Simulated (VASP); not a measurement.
# V (Im-3m) in VASP: further runs

The runs below take V through single point, relaxation of cell and atoms, with PBEsol.

Program: VASP 6.6.1. These are calculated values, not measurements. Logs are shortened: lines on timing, memory, paths and dates and some standing lists are left out, and cuts for length are marked.

### 1 The cell of the first run

The structure is cubic, space group Im-3m (No. 229). The conventional cell has a = 2.631 Å, b = 2.631 Å, c = 2.631 Å, α = 90.00°, β = 90.00°, γ = 90.00°. Within 3.0 Å of V (site symmetry m-3m) lie 14 V at 2.28 to 2.63 Å.

### 2 Single point, PBEsol

INCAR reads:

```
ALGO     = Normal         # electronic algorithm
EDIFF    = 1E-7           # SCF threshold, eV
ENCUT    = 520            # plane-wave cutoff, eV
GGA      = PS             # functional
ISIF     = 2              # what is computed and relaxed
ISMEAR   = -1             # smearing method
LASPH    = True           # aspherical terms in the spheres
LCHARG   = False          # write CHGCAR
LREAL    = False          # projectors in reciprocal space
LWAVE    = False          # write WAVECAR
NBANDS   = 12             # bands
NELM     = 80             # most SCF steps
PREC     = Accurate       # precision mode
SIGMA    = 0.05           # smearing width, eV
```

KPOINTS reads:

```
k-points
0
Gamma
  20 20 20
```

POSCAR reads:

```
V
1.0
   -1.3156874293      1.3156874293      1.3156874293
    1.3156874293     -1.3156874293      1.3156874293
    1.3156874293      1.3156874293     -1.3156874293
V
1
Direct
    0.0000000000      0.0000000000      0.0000000000
```

Potentials or basis: VASP PAW PBE potentials, release 64 (V_sv).

Command:

```sh
$ cat potpaw_PBE.64/V_sv/POTCAR > POTCAR
$ mpirun -np 1 vasp_std > vasp.out
```

OUTCAR:

```text
EDIFF = 1E-7
   ENCUT = 520
   GGA = PS
   ISIF = 2
   ISMEAR = -1
   LASPH = True
   LREAL = False
   NELM = 80
   PREC = Accurate

 ion  position               nearest neighbor table
   1  0.000  0.000  0.000-

  LATTYP: Found a body centered cubic cell.
 ALAT       =     2.6313748586

  Lattice vectors:

 A1 = (  -1.3156874293,   1.3156874293,   1.3156874293)
 A2 = (   1.3156874293,  -1.3156874293,   1.3156874293)
 A3 = (   1.3156874293,   1.3156874293,  -1.3156874293)

Analysis of symmetry for initial positions (statically):
=====================================================================
 Subroutine PRICEL returns:
 Original cell was already a primitive cell.

 Routine SETGRP: Setting up the symmetry group for a
 body centered cubic supercell.

 Subroutine GETGRP returns: Found 48 space group operations
 (whereof 48 operations were pure point group operations)
 out of a pool of 48 trial point group operations.

The static configuration has the point symmetry O_h .

Analysis of symmetry for dynamics (positions and initial velocities):
=====================================================================
 Subroutine PRICEL returns:
 Original cell was already a primitive cell.

 Routine SETGRP: Setting up the symmetry group for a
 body centered cubic supercell.

 Subroutine GETGRP returns: Found 48 space group operations
 (whereof 48 operations were pure point group operations)
 out of a pool of 48 trial point group operations.

The dynamic configuration has the point symmetry O_h .

 Subroutine INISYM returns: Found 48 space group operations
 (whereof 48 operations are pure point group operations),
 and found     1 'primitive' translations

----------------------------------------------------------------------------------------

                                     Primitive cell

  volume of cell :       9.1100

  direct lattice vectors                    reciprocal lattice vectors
    -1.315687429  1.315687429  1.315687429     0.000000000  0.380029473  0.380029473
     1.315687429 -1.315687429  1.315687429     0.380029473  0.000000000  0.380029473
     1.315687429  1.315687429 -1.315687429     0.380029473  0.380029473  0.000000000

  length of vectors
     2.278837474  2.278837474  2.278837474     0.537442834  0.537442834  0.537442834

  position of ions in fractional coordinates (direct lattice)
     0.000000000  0.000000000  0.000000000

  ion indices of the primitive-cell ions
   primitive index   ion index
                 1           1

----------------------------------------------------------------------------------------

 KPOINTS: k-points

Automatic generation of k-mesh.
 Grid dimensions read from file:
 generate k-points for:   20   20   20

 Generating k-lattice:

  Cartesian coordinates                     Fractional coordinates (reciprocal lattice)
     0.000000000  0.019001474  0.019001474     0.050000000  0.000000000  0.000000000
     0.019001474  0.000000000  0.019001474     0.000000000  0.050000000  0.000000000
     0.019001474  0.019001474  0.000000000     0.000000000  0.000000000  0.050000000

  Length of vectors
     0.026872142  0.026872142  0.026872142

  Shift w.r.t. Gamma in fractional coordinates (k-lattice)
     0.000000000  0.000000000  0.000000000

 Subroutine IBZKPT returns following result:
 ===========================================

 Found    256 irreducible k-points:

 Following reciprocal coordinates:
            Coordinates               Weight
  0.000000  0.000000  0.000000      1.000000
  0.050000  0.000000  0.000000     12.000000
  0.100000  0.000000  0.000000     12.000000
  0.150000  0.000000  0.000000     12.000000
  0.200000  0.000000  0.000000     12.000000
  0.250000  0.000000  0.000000     12.000000
[... 16 lines left out ...]
  0.200000  0.100000  0.000000     48.000000
  0.250000  0.100000  0.000000     48.000000
 [... further k-points ...]
   k-points           NKPTS =    256   k-points in BZ     NKDIM =    256   number of bands    NBANDS=     12
   number of dos      NEDOS =    301   number of ions     NIONS =      1
   total plane-waves  NPLWV =   5832
   dimension x,y,z NGX =    18 NGY =   18 NGZ =   18
   dimension x,y,z NGXF=    36 NGYF=   36 NGZF=   36
   ions per type =               1
   NGX,Y,Z   is equivalent  to a cutoff of  13.13, 13.13, 13.13 a.u.
   NGXF,Y,Z  is equivalent  to a cutoff of  26.26, 26.26, 26.26 a.u.
 SYSTEM =  unknown system
   PREC   = accura    normal or accurate (medium, high low for compatibility)
   ISTART =      0    job   : 0-new  1-cont  2-samecut
   ICHARG =      2    charge: 1-file 2-atom 10-const
   ISPIN  =      1    spin polarized calculation?
   LNONCOLLINEAR =      F non collinear calculations
   LSORBIT =      F    spin-orbit coupling
   LASPH  =      T    aspherical Exc in radial PAW
   ENCUT  =  520.0 eV  38.22 Ry    6.18 a.u.   4.24  4.24  4.24*2*pi/ulx,y,z
   NELM   =     80;   NELMIN=  2; NELMDL= -5     # of ELM steps
   EDIFF  = 0.1E-06   stopping-criterion for ELM
   LREAL  =      F    real-space projection
   EDIFFG = 0.1E-05   stopping-criterion for IOM
   NSW    =      0    number of steps for IOM
   IBRION =     -1    ionic relax: 0-MD 1-quasi-New 2-CG
   NFREE  =      0    steps in history (QN), initial steepest desc. (CG)
   ISIF   =      2    stress and relaxation
   ISYM   =      2    0-nonsym 1-usesym 2-fastsym
   POTIM  = 0.5000    time-step for ionic-motion
   TEBEG  =    0.0;   TEEND  =   0.0 temperature during run
   PSTRESS=    0.0 pullay stress
   NELECT =      13.0000    total number of electrons
   NUPDOWN=      -1.0000    fix difference up-down
   EMIN   =  10.00;   EMAX   =-10.00  energy-range for DOS
   EFERMI =   0.00;   METHOD = LEGACY
   ISMEAR =    -1;   SIGMA  =   0.05  broadening in eV -4-tet -1-fermi 0-gaus
   EFERMI_NEDOS =   21; number of points for ismear=-14 and -15
   IALGO  =     38    algorithm
   IMIX   =      4    mixing-type and parameters
     AMIX     =   0.40;   BMIX     =  1.00
     AMIX_MAG =   1.60;   BMIX_MAG =  1.00
  volume/ion in A,a.u.               =       9.11        61.48
  Fermi-wavevector in a.u.,A,eV,Ry     =   1.843104  3.482962 46.219442  3.397033
  Thomas-Fermi vector in A             =   2.894869
   LORBIT       =      0    0 simple, 1 ext, 2 COOP (PROOUT), +10 PAW based schemes
   GGA     = PS    functional components
   LHFCALC =     F    Hartree Fock is set to
   AEXX    =    0.0000 exact exchange contribution
   IVDW    =     0    specifies the selected vdW correction
   LEPSILON=     F    determine dielectric tensor
   LRPA    =     F    only Hartree local field effects (RPA)
 non-spin polarized calculation
  energy-cutoff  :      520.00
  volume of cell :        9.11
 maximum number of plane-waves:       253
 NGX is ok and might be reduce to    18
   NGX =  9   NGY =  9   NGZ =  9

 number of electron      13.0000011 magnetization

 Free energy of the ion-electron system (eV)
  ---------------------------------------------------
  ext. energy  EPLUGINS =         0.00000000
  ---------------------------------------------------
  free energy    TOTEN  =        -8.42697496 eV

  energy without entropy =       -8.41789927  energy(sigma->0) =       -8.42243712

 E-fermi :  15.3832     XC(G=0): -15.3622

 val. band max:       15.3749230895   @ k =   0.2500   0.0500   0.0500
 cond. band min:      15.3847087976   @ k =  -0.1500   0.2000   0.1000
 fundamental gap:      0.0097857080
 Fermi energy:        15.3832454002

 k-point     1 :       0.0000    0.0000    0.0000
  band No.  band energies     occupation
      1     -48.1061      2.00000
      2     -20.2504      2.00000
      3     -20.2504      2.00000
      4     -20.2504      2.00000
      5       8.4671      2.00000
      6      15.6484      0.00990
      7      15.6484      0.00990
      8      15.6484      0.00990
      9      18.8719      0.00000
     10      18.8719      0.00000
     11      38.8361      0.00000
     12      38.8361      0.00000

 k-point     2 :       0.0500    0.0000    0.0000
  band No.  band energies     occupation
      1     -48.0863      2.00000
      2     -20.3272      2.00000
      3     -20.2720      2.00000
      4     -20.2516      2.00000
      5       8.6175      2.00000
      6      15.5704      0.04622
      7      15.6337      0.01326
      8      15.7716      0.00085
      9      18.7704      0.00000
     10      18.8754      0.00000
     11      38.8758      0.00000
     12      38.8879      0.00000

 k-point     3 :       0.1000    0.0000    0.0000
  band No.  band energies     occupation
      1     -48.0283      2.00000
      2     -20.5478      2.00000
      3     -20.3341      2.00000
      4     -20.2552      2.00000
      5       9.0479      2.00000
      6      15.3496      1.32404
      7      15.5715      0.04524
      8      16.1348      0.00000
      9      18.5322      0.00000
     10      18.8892      0.00000
     11      38.9053      0.00000
     12      38.9772      0.00000
[... 286 lines left out ...]
 k-point    23 :       0.2000    0.1000    0.0000
  band No.  band energies     occupation
      1     -47.6472      2.00000
      2     -21.8234      2.00000
      3     -20.7019      2.00000
      4     -20.3651      2.00000
      5      11.3363      2.00000
      6      14.2228      2.00000
      7      14.8402      1.99996
      8      18.0646      0.00000
      9      18.9848      0.00000
     10      19.3926      0.00000
     11      37.0485      0.00000
     12      37.7210      0.00000

 k-point    24 :       0.2500    0.1000    0.0000
  band No.  band energies     occupation
      1     -47.5187      2.00000
      2     -22.2085      2.00000
      3     -20.8527      2.00000
      4     -20.3778      2.00000
      5      11.5244      2.00000
      6      13.8562      2.00000
      7      15.2508      1.86783
      8      18.2819      0.00000
      9      19.4832      0.00000
     10      20.1248      0.00000
     11      35.7777      0.00000
     12      36.6976      0.00000

 [... further k-points ...]

------------------------ aborting loop because EDIFF is reached ----------------------------------------

  FORCE on cell =-STRESS in cart. coord.  units (eV):
  Direction    XX          YY          ZZ          XY          YZ          ZX
  --------------------------------------------------------------------------------------
  -------------------------------------------------------------------------------------
  Total        7.5335793      7.5335793      7.5335793     -0.0000000      0.0000000     -0.0000000
  in kB     1324.9325872   1324.9325872   1324.9325872     -0.0000000      0.0000000     -0.0000000
  external PRESSURE =    1324.9325872 kB  Pullay stress =       0.0000000 kB

 VOLUME and BASIS-vectors are now :
 -----------------------------------------------------------------------------
  energy-cutoff  :      520.00
  volume of cell :        9.11
      direct lattice vectors                 reciprocal lattice vectors
    -1.315687429  1.315687429  1.315687429     0.000000000  0.380029473  0.380029473
     1.315687429 -1.315687429  1.315687429     0.380029473  0.000000000  0.380029473
     1.315687429  1.315687429 -1.315687429     0.380029473  0.380029473  0.000000000

 POSITION                                       TOTAL-FORCE (eV/Angst)
 -----------------------------------------------------------------------------------
      0.00000      0.00000      0.00000        -0.000000      0.000000     -0.000000
 -----------------------------------------------------------------------------------
    total drift:                                0.000000      0.000000      0.000000

  FREE ENERGIE OF THE ION-ELECTRON SYSTEM (eV)
  ---------------------------------------------------
  free  energy   TOTEN  =        -8.4269749650 eV

  energy  without entropy=       -8.4178992716  energy(sigma->0) =       -8.42243712
```

Run time: 20 s. Hardware: 1 thread of Intel Xeon Platinum 8488C (Sapphire Rapids), shared host; peak memory 0.14 GiB.

What came out:

```yaml
Free_energy: -8.4270 eV
Pressure: 132.5 GPa
```

Levels at points of the mesh, in eV from the Fermi level:
```csv
k point,band 2,band 3,band 4,band 5,band 6,band 7,band 8,band 9,band 10,band 11
"(0.00, 0.00, 0.00)",-35.63,-35.63,-35.63,-6.92,0.27,0.27,0.27,3.49,3.49,23.45
"(0.50, 0.00, 0.00)",-38.52,-36.47,-35.69,-4.91,-2.34,3.68,3.95,4.24,6.63,16.17
"(0.50, 0.50, 0.50)",-37.49,-37.49,-37.49,-5.50,-5.50,5.91,5.91,5.91,14.76,14.76
```

Caveat: the PAW data sets were made with another functional, which shifts forces and pressure a little.

### 3 Relaxation of cell and atoms, PBEsol, target pressure 130 GPa, at which the enthalpy is minimised

INCAR reads:

```
PREC = Accurate
ENCUT = 600
EDIFF = 1E-6
ISMEAR = -1
SIGMA = 0.05
LREAL = F
LASPH = T
NELM = 60
ALGO = Normal
ISIF = 3
LWAVE = F
LCHARG = F
GGA = PS
IBRION = 2
NSW = 60
EDIFFG = -0.005
PSTRESS = 1300.0
```

KPOINTS reads:

```
regular mesh
0
Gamma
  20 20 20
```

POSCAR reads:

```
V
1.0
   -1.3155551776      1.3155551776      1.3155551776
    1.3155551776     -1.3155551776      1.3155551776
    1.3155551776      1.3155551776     -1.3155551776
V
1
Direct
    0.0000000000      0.0000000000      0.0000000000
```

Potentials or basis: VASP PAW PBE potentials, release 64 (V_sv).

Command:

```sh
$ cat potpaw_PBE.64/V_sv/POTCAR > POTCAR
$ mpirun -np 1 vasp_std > vasp.out
```

It took 44 s on 1 thread of Intel Xeon Platinum 8488C (Sapphire Rapids), shared host; peak memory 0.15 GiB.

Results (log left out):

```
Free energy                                            : -8.4570 eV
Relaxed volume                                         : 9.15 Å³/atom
Relaxed cell                                           : a = 2.282 Å, b = 2.282 Å, c = 2.282 Å, α = 109.47°, β = 109.47°, γ = 109.47°
Space group after relaxing (to 0.05 Å)                 : Im-3m (No. 229)
Energy change on relaxing (the enthalpy is what falls) : -32.0 meV/atom
Ionic steps                                            : 3
Pressure after relaxing                                : 130.0 GPa
```

The path:
| step | energy change (eV) | largest force (eV/Å) | pressure (GPa) | volume (Å³) |
| --- | --- | --- | --- | --- |
| 1 | 0.0000 | 0.0000 | 132.56 | 9.11 |
| 2 | -0.1524 | 0.0000 | 120.09 | 9.30 |
| 3 | -0.0320 | 0.0000 | 130.00 | 9.15 |

Final structure:
```cif
data_structure
_symmetry_space_group_name_H-M 'P 1'
_symmetry_Int_Tables_number 1
_cell_length_a 2.2819
_cell_length_b 2.2819
_cell_length_c 2.2819
_cell_angle_alpha 109.471
_cell_angle_beta 109.471
_cell_angle_gamma 109.471
_cell_volume 9.15
loop_
_atom_site_label
_atom_site_type_symbol
_atom_site_fract_x
_atom_site_fract_y
_atom_site_fract_z
_atom_site_occupancy
V1 V 0.00000 0.00000 0.00000 1
```

Levels at points of the mesh, in eV from the Fermi level:
```
           k point  band 4  band 5  band 6  band 7  band 8  band 9
(0.00, 0.00, 0.00)  -35.65   -6.92    0.27    0.27    0.27    3.48
(0.50, 0.00, 0.00)  -35.70   -4.89   -2.32    3.67    3.91    4.22
(0.50, 0.50, 0.50)  -37.48   -5.47   -5.47    5.89    5.89    5.89
```

Caveat: the cell is relaxed towards a set pressure, so the enthalpy falls and the energy may rise; the PAW data sets were made with another functional, which shifts forces and pressure a little.

### 4 Relaxation of cell and atoms, PBEsol, target pressure 130 GPa, at which the enthalpy is minimised

INCAR reads:

```
SYSTEM = V
PREC = Accurate
ENCUT = 600
EDIFF = 1E-6
ISMEAR = -1
SIGMA = 0.05
LREAL = .False.
LASPH = .True.
NELM = 100
ALGO = Normal
ISIF = 3
LWAVE = .False.
LCHARG = .False.
GGA = PS
IBRION = 2
NSW = 32
EDIFFG = -0.005
PSTRESS = 1300.0
```

KPOINTS reads:

```
Automatic mesh
0
Gamma
  20 20 20
  0 0 0
```

POSCAR reads:

```
V
1.0
   -1.3156874293      1.3156874293      1.3156874293
    1.3156874293     -1.3156874293      1.3156874293
    1.3156874293      1.3156874293     -1.3156874293
V
1
Direct
    0.0000000000      0.0000000000      0.0000000000
```

Command:

```sh
$ cat potpaw_PBE.64/V_sv/POTCAR > POTCAR
$ mpirun -np 1 vasp_std > vasp.out
```

It took 38 s on 1 thread of Intel Xeon Platinum 8488C (Sapphire Rapids), shared host; peak memory 0.14 GiB.

The run converged. Its results:

| Item | Value |
| --- | --- |
| Free energy | -8.4569 eV |
| Relaxed volume | 9.15 Å³/atom |
| Relaxed cell | a = 2.282 Å, b = 2.282 Å, c = 2.282 Å, α = 109.47°, β = 109.47°, γ = 109.47° |
| Space group after relaxing (to 0.05 Å) | Im-3m (No. 229) |
| Energy change on relaxing (the enthalpy is what falls) | -29.7 meV/atom |
| Ionic steps | 3 |
| Pressure after relaxing | 130.0 GPa |

Step by step:
| step | energy change (eV) | largest force (eV/Å) | pressure (GPa) | volume (Å³) |
| --- | --- | --- | --- | --- |
| 1 | 0.0000 | 0.0000 | 132.38 | 9.11 |
| 2 | -0.1417 | 0.0000 | 120.78 | 9.29 |
| 3 | -0.0297 | 0.0000 | 130.00 | 9.15 |

Final structure:
```
CELL_PARAMETERS angstrom
-1.31743 1.31743 1.31743
1.31743 -1.31743 1.31743
1.31743 1.31743 -1.31743
ATOMIC_POSITIONS crystal
V 0.00000 0.00000 0.00000
```

Levels at points of the mesh, in eV from the Fermi level:
| k point | band 4 | band 5 | band 6 | band 7 | band 8 | band 9 |
| --- | --- | --- | --- | --- | --- | --- |
| (0.00, 0.00, 0.00) | -35.65 | -6.92 | 0.27 | 0.27 | 0.27 | 3.48 |
| (0.50, 0.00, 0.00) | -35.70 | -4.89 | -2.32 | 3.67 | 3.91 | 4.22 |
| (0.50, 0.50, 0.50) | -37.48 | -5.47 | -5.47 | 5.89 | 5.89 | 5.89 |

Caveat: the cell is relaxed towards a set pressure, so the enthalpy falls and the energy may rise; the PAW data sets were made with another functional, which shifts forces and pressure a little.
